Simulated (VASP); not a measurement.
# Al in VASP: a series of runs

The runs below take Al through single point, with LDA.

Program: VASP 6.6.1. These are calculated values, not measurements. Logs are shortened: lines on timing, memory, paths and dates and some standing lists are left out, and cuts for length are marked.

### 1 The cell of the first run

The cell holds a slab with vacuum, 13 atoms: a = 5.728 Å, b = 5.728 Å, c = 15.677 Å, α = 90.00°, β = 90.00°, γ = 60.00°.

### 2 Single point, LDA

Contents of INCAR:

```
  PREC = Accurate
  ENCUT = 400
  EDIFF = 1E-6
  ISMEAR = 0
  SIGMA = 0.05
  LREAL = False
  LASPH = True
  NELM = 120
  ALGO = Normal
  ISIF = 2
  LWAVE = False
  LCHARG = False
  GGA = CA
  NBANDS = 32
  GGA_COMPAT = False
  NELMDL = -8
```

Contents of KPOINTS:

```
regular mesh
0
Gamma
  1 1 1
```

Contents of POSCAR:

```
Al
1.0
    5.7275650000      0.0000000000      0.0000000000
    2.8637820000      4.9602170000      0.0000000000
    0.0000000000      0.0000000000     15.6765370000
Al
13
Direct
    0.1666666208      0.1666667003      0.0637895984
    0.6666667081      0.1666667003      0.0637895984
    0.1666666712      0.6666665995      0.0637895984
    0.6666667585      0.6666665995      0.0637895984
   -0.1525868410      0.3275651045      0.1979208163
    0.3503511626      0.3254992675      0.1927674460
   -0.1527081618      0.8263156632      0.1979178820
    0.3317568451      0.8346630803      0.1973445411
   -0.0219599751      0.0117617838      0.3323919690
    0.5064230261     -0.0035728276      0.3246457429
    0.0530156371      0.4744776287      0.3302280982
    0.5066969258      0.4987741464      0.3246629661
    0.4211286298      0.2901461771      0.4504166960
```

Potentials or basis: VASP PAW LDA potentials, release 64 (Al).

Command:

```console
cat potpaw_LDA.64/Al/POTCAR > POTCAR
mpirun -np 1 vasp_gam > vasp.out
```

OUTCAR:

```text
PREC = Accurate
   ENCUT = 400
   EDIFF = 1E-6
   ISMEAR = 0
   LREAL = False
   LASPH = True
   NELM = 120
   ISIF = 2
   GGA = CA
   NELMDL = -8

 ion  position               nearest neighbor table
   1  0.167  0.167  0.064-   5 2.63   6 2.64   8 2.66   2 2.86   4 2.86   3 2.86   3 2.86   2 2.86
                             4 2.86
   2  0.667  0.167  0.064-   6 2.56   7 2.70   5 2.70   1 2.86   4 2.86   3 2.86   3 2.86   4 2.86
                             1 2.86
   3  0.167  0.667  0.064-   7 2.63   6 2.64   8 2.67   4 2.86   1 2.86   2 2.86   2 2.86   1 2.86
                             4 2.86
   4  0.667  0.667  0.064-   8 2.67   5 2.69   7 2.70   3 2.86   1 2.86   2 2.86   2 2.86   3 2.86
                             1 2.86
   5  0.847  0.328  0.198-  12 2.61   9 2.63   1 2.63   4 2.69   2 2.70  11 2.72   8 2.80   6 2.85
                             7 2.86   7 2.87   6 2.88   8 2.93
   6  0.350  0.325  0.193-   2 2.56  11 2.61  10 2.63  12 2.64   3 2.64   1 2.64   7 2.85   5 2.85
                             8 2.87   8 2.87   5 2.88   7 2.88
   7  0.847  0.826  0.198-  10 2.61   9 2.63   3 2.63   4 2.70   2 2.70  11 2.72   8 2.80   6 2.85
                             5 2.86   5 2.87   6 2.88   8 2.93
   8  0.332  0.835  0.197-  12 2.60  10 2.60   1 2.66   3 2.67   4 2.67   9 2.75   5 2.80   7 2.80
                             6 2.87   6 2.87   7 2.93   5 2.93
   9  0.978  0.012  0.332-   5 2.63   7 2.63  12 2.75  10 2.75   8 2.75  11 2.89  11 2.89  10 2.99
                            12 2.99  13 3.32
  10  0.506  0.996  0.325-  13 2.48   8 2.60   7 2.61   6 2.63  11 2.67   9 2.75  12 2.85  12 2.88
                             9 2.99  11 3.06
  11  0.053  0.474  0.330-   6 2.61  13 2.62  10 2.67  12 2.67   7 2.72   5 2.72   9 2.89   9 2.89
                            12 3.06  10 3.06
  12  0.507  0.499  0.325-  13 2.48   8 2.60   5 2.61   6 2.64  11 2.67   9 2.75  10 2.85  10 2.88
                             9 2.99  11 3.06
  13  0.421  0.290  0.450-  10 2.48  12 2.48  11 2.62   9 3.32

  LATTYP: Found a hexagonal cell.
 ALAT       =     5.7275649303
 C/A-ratio  =     2.7370334847

  Lattice vectors:

 A1 = (  -2.8637820000,  -4.9602170000,   0.0000000000)
 A2 = (   5.7275650000,   0.0000000000,   0.0000000000)
 A3 = (   0.0000000000,   0.0000000000,  15.6765370000)

Analysis of symmetry for initial positions (statically):
=====================================================================
 Subroutine PRICEL returns:
 Original cell was already a primitive cell.

 Routine SETGRP: Setting up the symmetry group for a
 hexagonal supercell.

 Subroutine GETGRP returns: Found  1 space group operations
 (whereof  1 operations were pure point group operations)
 out of a pool of 24 trial point group operations.

The static configuration has the point symmetry C_1 .

Analysis of symmetry for dynamics (positions and initial velocities):
=====================================================================
 Subroutine PRICEL returns:
 Original cell was already a primitive cell.

 Routine SETGRP: Setting up the symmetry group for a
 hexagonal supercell.

 Subroutine GETGRP returns: Found  1 space group operations
 (whereof  1 operations were pure point group operations)
 out of a pool of 24 trial point group operations.

The dynamic configuration has the point symmetry C_1 .

 Subroutine INISYM returns: Found  1 space group operations
 (whereof  1 operations are pure point group operations),
 and found     1 'primitive' translations

----------------------------------------------------------------------------------------

                                     Primitive cell

  volume of cell :     445.3699

  direct lattice vectors                    reciprocal lattice vectors
     5.727565000  0.000000000  0.000000000     0.174594265 -0.100802024  0.000000000
     2.863782000  4.960217000  0.000000000     0.000000000  0.201604083  0.000000000
     0.000000000  0.000000000 15.676537000     0.000000000  0.000000000  0.063789598

  length of vectors
     5.727565000  5.727564930 15.676537000     0.201604081  0.201604083  0.063789598

  position of ions in fractional coordinates (direct lattice)
     0.166666621  0.166666700  0.063789598
     0.666666708  0.166666700  0.063789598
     0.166666671  0.666666599  0.063789598
     0.666666758  0.666666599  0.063789598
     0.847413159  0.327565105  0.197920816
     0.350351163  0.325499267  0.192767446
     0.847291838  0.826315663  0.197917882
     0.331756845  0.834663080  0.197344541
     0.978040025  0.011761784  0.332391969
     0.506423026  0.996427172  0.324645743
     0.053015637  0.474477629  0.330228098
     0.506696926  0.498774146  0.324662966
     0.421128630  0.290146177  0.450416696

  ion indices of the primitive-cell ions
   primitive index   ion index
                 1           1
                 2           2
                 3           3
                 4           4
                 5           5
                 6           6
                 7           7
                 8           8
                 9           9
                10          10
                11          11
                12          12
                13          13

----------------------------------------------------------------------------------------

 KPOINTS: regular mesh

Automatic generation of k-mesh.
 Grid dimensions read from file:
 generate k-points for:    1    1    1

 Generating k-lattice:

  Cartesian coordinates                     Fractional coordinates (reciprocal lattice)
     0.174594265 -0.100802024  0.000000000     1.000000000  0.000000000  0.000000000
     0.000000000  0.201604083  0.000000000     0.000000000  1.000000000  0.000000000
     0.000000000  0.000000000  0.063789598     0.000000000  0.000000000  1.000000000

  Length of vectors
     0.201604081  0.201604083  0.063789598

  Shift w.r.t. Gamma in fractional coordinates (k-lattice)
     0.000000000  0.000000000  0.000000000

 Subroutine IBZKPT returns following result:
 ===========================================

 Found      1 irreducible k-points:

 Following reciprocal coordinates:
            Coordinates               Weight
  0.000000  0.000000  0.000000      1.000000
   k-points           NKPTS =      1   k-points in BZ     NKDIM =      1   number of bands    NBANDS=     32
   number of dos      NEDOS =    301   number of ions     NIONS =     13
   total plane-waves  NPLWV = 172800
   dimension x,y,z NGX =    40 NGY =   40 NGZ =  108
   dimension x,y,z NGXF=    80 NGYF=   80 NGZF=  216
   ions per type =              13
   NGX,Y,Z   is equivalent  to a cutoff of  11.61, 11.61, 11.45 a.u.
   NGXF,Y,Z  is equivalent  to a cutoff of  23.22, 23.22, 22.91 a.u.
 SYSTEM =  unknown system
   PREC   = accura    normal or accurate (medium, high low for compatibility)
   ISTART =      0    job   : 0-new  1-cont  2-samecut
   ICHARG =      2    charge: 1-file 2-atom 10-const
   ISPIN  =      1    spin polarized calculation?
   LNONCOLLINEAR =      F non collinear calculations
   LSORBIT =      F    spin-orbit coupling
   LASPH  =      T    aspherical Exc in radial PAW
   ENCUT  =  400.0 eV  29.40 Ry    5.42 a.u.   9.34  9.34 25.56*2*pi/ulx,y,z
   NELM   =    120;   NELMIN=  2; NELMDL= -8     # of ELM steps
   EDIFF  = 0.1E-05   stopping-criterion for ELM
   LREAL  =      F    real-space projection
   EDIFFG = 0.1E-04   stopping-criterion for IOM
   NSW    =      0    number of steps for IOM
   IBRION =     -1    ionic relax: 0-MD 1-quasi-New 2-CG
   NFREE  =      0    steps in history (QN), initial steepest desc. (CG)
   ISIF   =      2    stress and relaxation
   ISYM   =      2    0-nonsym 1-usesym 2-fastsym
   POTIM  = 0.5000    time-step for ionic-motion
   TEBEG  =    0.0;   TEEND  =   0.0 temperature during run
   PSTRESS=    0.0 pullay stress
   NELECT =      39.0000    total number of electrons
   NUPDOWN=      -1.0000    fix difference up-down
   EMIN   =  10.00;   EMAX   =-10.00  energy-range for DOS
   EFERMI =   0.00;   METHOD = LEGACY
   ISMEAR =     0;   SIGMA  =   0.05  broadening in eV -4-tet -1-fermi 0-gaus
   EFERMI_NEDOS =   21; number of points for ismear=-14 and -15
   IALGO  =     38    algorithm
   IMIX   =      4    mixing-type and parameters
     AMIX     =   0.40;   BMIX     =  1.00
     AMIX_MAG =   1.60;   BMIX_MAG =  1.00
  volume/ion in A,a.u.               =      34.26       231.19
  Fermi-wavevector in a.u.,A,eV,Ry     =   0.726980  1.373794  7.190688  0.528501
  Thomas-Fermi vector in A             =   1.818090
   LORBIT       =      0    0 simple, 1 ext, 2 COOP (PROOUT), +10 PAW based schemes
   GGA     = CA    functional components
   LHFCALC =     F    Hartree Fock is set to
   AEXX    =    0.0000 exact exchange contribution
   IVDW    =     0    specifies the selected vdW correction
   LEPSILON=     F    determine dielectric tensor
   LRPA    =     F    only Hartree local field effects (RPA)
 non-spin polarized calculation
 Gauss-broadening in eV      SIGMA  =   0.05
  energy-cutoff  :      400.00
  volume of cell :      445.37
 maximum number of plane-waves:      4052
 NGX is ok and might be reduce to    40
   NGX = 19   NGY = 19   NGZ = 51

 number of electron      39.0000000 magnetization

 Free energy of the ion-electron system (eV)
  ---------------------------------------------------
  ext. energy  EPLUGINS =         0.00000000
  ---------------------------------------------------
  free energy    TOTEN  =       -56.07090911 eV

  energy without entropy =      -56.04269963  energy(sigma->0) =      -56.05680437

 E-fermi :   1.2709     XC(G=0):  -6.1348

 val. band max:        0.8982945285   @ k =   0.0000   0.0000   0.0000
 cond. band min:       1.2709196404   @ k =   0.0000   0.0000   0.0000
 fundamental gap:      0.3726251119
 Fermi energy:         1.2709196403

 k-point     1 :       0.0000    0.0000    0.0000
  band No.  band energies     occupation
      1      -9.4680      2.00000
      2      -7.4342      2.00000
      3      -4.8398      2.00000
      4      -3.7149      2.00000
      5      -3.6840      2.00000
      6      -3.6706      2.00000
      7      -3.6273      2.00000
      8      -3.5673      2.00000
      9      -3.5224      2.00000
     10      -2.4624      2.00000
     11      -1.8446      2.00000
     12      -1.7721      2.00000
     13      -1.7522      2.00000
     14      -1.3496      2.00000
     15      -1.3430      2.00000
     16      -1.1309      2.00000
     17       0.3489      2.00000
     18       0.7932      2.00000
     19       0.8983      2.00000
     20       1.2709      1.00000
     21       1.4933      0.00000
     22       1.6306      0.00000
     23       1.7700      0.00000
     24       3.1975      0.00000
     25       3.4037      0.00000
     26       3.5446      0.00000
     27       3.8123      0.00000
     28       4.2510      0.00000
     29       4.3325      0.00000
     30       4.5647      0.00000
     31       4.8905      0.00000
 [bands above 31 left out]

------------------------ aborting loop because EDIFF is reached ----------------------------------------

  FORCE on cell =-STRESS in cart. coord.  units (eV):
  Direction    XX          YY          ZZ          XY          YZ          ZX
  --------------------------------------------------------------------------------------
  -------------------------------------------------------------------------------------
  Total        5.5433003      4.9772299      2.7553377     -0.5939337      0.4273180     -0.8265530
  in kB       19.9415152     17.9051289      9.9120750     -2.1366221      1.5372372     -2.9734487
  external PRESSURE =      15.9195730 kB  Pullay stress =       0.0000000 kB

 VOLUME and BASIS-vectors are now :
 -----------------------------------------------------------------------------
  energy-cutoff  :      400.00
  volume of cell :      445.37
      direct lattice vectors                 reciprocal lattice vectors
     5.727565000  0.000000000  0.000000000     0.174594265 -0.100802024  0.000000000
     2.863782000  4.960217000  0.000000000     0.000000000  0.201604083  0.000000000
     0.000000000  0.000000000 15.676537000     0.000000000  0.000000000  0.063789598

 POSITION                                       TOTAL-FORCE (eV/Angst)
 -----------------------------------------------------------------------------------
      1.43189      0.82670      1.00000         0.731396      0.399123     -0.246789
      4.29567      0.82670      1.00000        -0.471366      0.280035     -0.448479
      2.86378      3.30681      1.00000         0.025179     -0.825179     -0.251328
      5.72757      3.30681      1.00000        -0.099382      0.057108      0.250979
      5.79169      1.62479      3.10271        -0.011154      0.002703      0.029737
      2.93882      1.61455      3.02193        -0.017880      0.006345      0.061274
      7.21931      4.09870      3.10267        -0.009972      0.005794      0.030765
      4.29045      4.14011      3.09368        -0.002910      0.001232      0.030005
      5.63547      0.05834      5.21076         0.013871     -0.009193      0.110501
      5.75412      4.94249      5.08932        -0.012179     -0.030235      0.094088
      1.66245      2.35351      5.17683        -0.085350      0.046202      0.079570
      4.33052      2.47403      5.08959         0.013540      0.018840      0.099073
      3.24296      1.43919      7.06097        -0.073794      0.047225      0.160605
 -----------------------------------------------------------------------------------
    total drift:                               -0.000040     -0.000009      0.000107

  FREE ENERGIE OF THE ION-ELECTRON SYSTEM (eV)
  ---------------------------------------------------
  free  energy   TOTEN  =       -56.0709091057 eV

  energy  without entropy=      -56.0426996264  energy(sigma->0) =      -56.05680437
```

Run time: 50 s. Hardware: 1 thread of Intel Xeon 8259CL, shared host; peak memory 0.29 GiB.

Results:

```yaml
Free_energy: -56.0709 eV
Largest_force: 0.869 eV/Å
```

Forces in eV/Å, atoms in the order of the input:
```
Al   0.731  0.399 -0.247
Al  -0.471  0.280 -0.448
Al   0.025 -0.825 -0.251
Al  -0.099  0.057  0.251
Al  -0.011  0.003  0.030
Al  -0.018  0.006  0.061
Al  -0.010  0.006  0.031
Al  -0.003  0.001  0.030
Al   0.014 -0.009  0.111
Al  -0.012 -0.030  0.094
Al  -0.085  0.046  0.080
Al   0.014  0.019  0.099
Al  -0.074  0.047  0.161
```

Caveat: the k points lie up to 1.27 Å⁻¹ apart.

### 3 Single point, LDA

Contents of INCAR:

```
SYSTEM = Al
PREC     = Accurate       ! precision mode
ENCUT    = 400            ! plane-wave cutoff, eV
EDIFF    = 1E-6           ! SCF threshold, eV
ISMEAR   = 0              ! smearing method
SIGMA    = 0.05           ! smearing width, eV
LREAL    = .FALSE.        ! projectors in reciprocal space
LASPH    = .TRUE.         ! aspherical terms in the spheres
NELM     = 120            ! most SCF steps
ALGO     = Normal         ! electronic algorithm
ISIF     = 2              ! what is computed and relaxed
LWAVE    = .FALSE.        ! write WAVECAR
LCHARG   = .FALSE.        ! write CHGCAR
NBANDS   = 32             ! bands
GGA_COMPAT= .FALSE.      
NELMDL   = -8
```

Contents of KPOINTS:

```
Automatic mesh
0
G
  1 1 1
  0 0 0
```

Contents of POSCAR:

```
Al
1.0
    5.7275650000      0.0000000000      0.0000000000
    2.8637820000      4.9602170000      0.0000000000
    0.0000000000      0.0000000000     15.6765370000
Al
13
Direct
    0.1666666208      0.1666667003      0.0637895984
    0.6666667081      0.1666667003      0.0637895984
    0.1666666712      0.6666665995      0.0637895984
    0.6666667585      0.6666665995      0.0637895984
   -0.1757941744      0.3256272861      0.1927659151
    0.3250890413      0.3276689306      0.1979138632
   -0.1735552907      0.8264323920      0.1979126512
    0.3335949411      0.8347326337      0.1973516217
   -0.0028690268     -0.0033230401      0.3246642419
    0.5101889629      0.0118083544      0.3323789559
   -0.0273323638      0.4747197552      0.3302018169
    0.4946747157      0.4988418853      0.3246820392
    0.7890510672      0.2905901093      0.4504439979
```

Potentials or basis: VASP PAW LDA potentials, release 64 (Al).

Command:

```console
cat potpaw_LDA.64/Al/POTCAR > POTCAR
mpirun -np 1 vasp_gam > vasp.out
```

Wall time 48 s (1 thread of Intel Xeon 8259CL, shared host); peak memory 0.28 GiB.

It converged, with:

```yaml
Free_energy: -56.0715 eV
Largest_force: 0.870 eV/Å
```

Forces in eV/Å, atoms in the order of the input:
```
Al  -0.732  0.400 -0.247
Al   0.474  0.282 -0.447
Al   0.099  0.057  0.250
Al  -0.025 -0.826 -0.252
Al   0.018  0.006  0.062
Al   0.011  0.002  0.030
Al   0.010  0.006  0.031
Al   0.003  0.001  0.030
Al   0.012 -0.030  0.094
Al  -0.015 -0.010  0.109
Al   0.084  0.045  0.080
Al  -0.014  0.018  0.099
Al   0.075  0.047  0.159
```

Levels at points of the mesh, in eV from the Fermi level:
```tsv
k point	band 16	band 17	band 18	band 19	band 20	band 21	band 22	band 23	band 24	band 25
(0.00, 0.00, 0.00)	-2.40	-0.92	-0.48	-0.37	0.00	0.22	0.36	0.50	1.93	2.13
```

Caveat: the k points lie up to 1.27 Å⁻¹ apart.

### 4 Single point, LDA

Contents of INCAR:

```
PREC = Accurate
ENCUT = 520
EDIFF = 1E-6
ISMEAR = 0
SIGMA = 0.05
LREAL = F
LASPH = T
NELM = 60
ALGO = Normal
ISIF = 2
LWAVE = F
LCHARG = F
NBANDS = 32
```

Contents of KPOINTS:

```
regular mesh
0
Gamma
  4 4 1
```

Contents of POSCAR:

```
Al
1.0
    5.7275650000      0.0000000000      0.0000000000
    2.8637820000      4.9602170000      0.0000000000
    0.0000000000      0.0000000000     15.6765370000
Al
13
Direct
    0.1666666208      0.1666667003      0.0637895984
    0.6666667081      0.1666667003      0.0637895984
    0.1666666712      0.6666665995      0.0637895984
    0.6666667585      0.6666665995      0.0637895984
   -0.1718294170      0.3294119995      0.2095378590
    0.3270466124      0.3295569529      0.2100956991
   -0.1720010072      0.8285976198      0.2100289751
    0.3309236662      0.8323071349      0.2089758089
    0.0064126096     -0.0190386832      0.3510702651
    0.5010521077      0.0036058906      0.3584852956
   -0.0080719331      0.4939187136      0.3577323232
    0.4795915988      0.5081350272      0.3512939752
    0.7955726222      0.2945957808      0.4883477135
```

Command:

```console
cat potpaw_LDA.64/Al/POTCAR > POTCAR
mpirun -np 1 vasp_std > vasp.out
```

Run time: 3 min. Hardware: 1 thread of AMD EPYC 7R13 (Zen 3), shared host; peak memory 0.41 GiB.

The run converged. Its results:

```
Free energy   : -50.1876 eV
Largest force : 0.097 eV/Å
```

Forces in eV/Å, atoms in the order of the input:
```
Al  -0.080  0.027 -0.025
Al   0.062  0.039 -0.019
Al  -0.032 -0.017  0.014
Al  -0.019 -0.079 -0.025
Al  -0.002  0.001  0.008
Al   0.003  0.001 -0.004
Al   0.000 -0.002 -0.001
Al  -0.001 -0.005  0.003
Al  -0.007 -0.002  0.012
Al  -0.010 -0.013  0.012
Al   0.005  0.005  0.003
Al   0.000 -0.008  0.015
Al   0.080  0.054  0.008
```

Levels at points of the mesh, in eV from the Fermi level:
```
           k point  band 15  band 16  band 17  band 18  band 19  band 20  band 21  band 22  band 23  band 24
(0.00, 0.00, 0.00)    -3.06    -2.98    -1.90    -1.12    -1.01    -0.66    -0.53    -0.39    -0.34     0.90
(0.50, 0.00, 0.00)    -0.89    -0.75    -0.72    -0.64    -0.46     0.26     0.58     0.70     0.84     1.02
(0.50, 0.50, 0.00)    -0.90    -0.76    -0.71    -0.65    -0.47     0.23     0.58     0.74     0.91     0.96
(0.00, 0.50, 0.00)    -0.89    -0.75    -0.73    -0.64    -0.46     0.25     0.58     0.70     0.84     1.02
```
